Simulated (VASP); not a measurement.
AlN:

```
Al N
1.0
     3.28989    0.00000    0.00000
    -1.64494    2.84912    0.00000
     0.00000    0.00000    4.15946
Al N
2 2
Direct
  0.66667 0.33333 0.25000
  0.33333 0.66667 0.75000
  0.66667 0.33333 0.75000
  0.33333 0.66667 0.25000
```

Base run:

* Program: VASP 6.6.1
* Functional: r2SCAN
* Potentials or basis: VASP PAW PBE potentials, release 64 (Al, N)
* Cutoff: 520 eV
* k mesh: 9 × 9 × 7
* Occupations: fermi-dirac, width 0.05 eV
* Spin: no spin polarisation

Its results: band gap on the k mesh 4.02 eV, direct; pressure -1.3 GPa.

Q: The run is repeated on the same cell with these changes: functional from r2SCAN to PBEsol. What comes out?

A: Band gap on the k mesh 3.34 eV, direct; pressure 0.7 GPa.

r2SCAN gives the wider gap, since meta-GGAs in the generalised Kohn-Sham scheme recover part of the derivative discontinuity.

Caveats: the PAW data sets were made with another functional, which shifts forces and pressure a little.

A k mesh can miss the band edges.
